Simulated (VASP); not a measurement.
A run of VASP 6.6.1 is set up as follows.

The input INCAR:

```
PREC     = Accurate       # precision mode
ENCUT    = 520            # plane-wave cutoff, eV
EDIFF    = 1E-6           # SCF threshold, eV
ISMEAR   = 0              # smearing method
SIGMA    = 0.15           # smearing width, eV
LREAL    = False          # projectors in reciprocal space
LASPH    = True           # aspherical terms in the spheres
NELM     = 60             # most SCF steps
ALGO     = Normal         # electronic algorithm
ISIF     = 2              # what is computed and relaxed
LWAVE    = False          # write WAVECAR
LCHARG   = False          # write CHGCAR
GGA      = PE             # functional
NBANDS   = 38             # bands
```

File KPOINTS:

```
Automatic mesh
0
Gamma
  8 12 8
```

POSCAR

```
SiNi
1.0
    5.1540864102      0.0000000000      0.0000000000
    0.0000000000      3.3754899888      0.0000000000
    0.0000000000      0.0000000000      5.6197139747
Si Ni
4 4
Direct
    0.3212470398      0.7500000000      0.0840781290
    0.1787529602      0.2500000000      0.5840781290
    0.8212470398      0.7500000000      0.4159218710
    0.6787529602      0.2500000000      0.9159218710
    0.0082175838      0.2500000000      0.1351034325
    0.4917824162      0.7500000000      0.6351034325
    0.5082175838      0.2500000000      0.2581295679
    0.9917824162      0.7500000000      0.7581295679
```

Potentials or basis: VASP PAW PBE potentials, release 64 (Si, Ni).

The run is started by

```bash
$ cat potpaw_PBE.64/Si/POTCAR potpaw_PBE.64/Ni/POTCAR > POTCAR
$ mpirun -np 1 vasp_std > vasp.out
```

Q: What does it give for the band gap on the k mesh?

A: Zero (band 28 reaches 11.41 eV, above the bottom of band 29 at 9.53 eV).

Q: Estimate the largest force.

A: 3.390 eV/Å.

Stress tensor (GPa, compression positive):
```
7.99 0.00 0.00
0.00 4.99 0.00
0.00 0.00 7.79
```

Caveat: the cell differs from its parent crystal (all Ni atoms moved -0.300 Å, as atom 5 along Cartesian [0 0 1]); forces of over 1 eV/Å act on the atoms, so gaps and moduli don't describe the material at rest. Spin polarisation is off, so any magnetic state and its effect on volume and gap are missing.
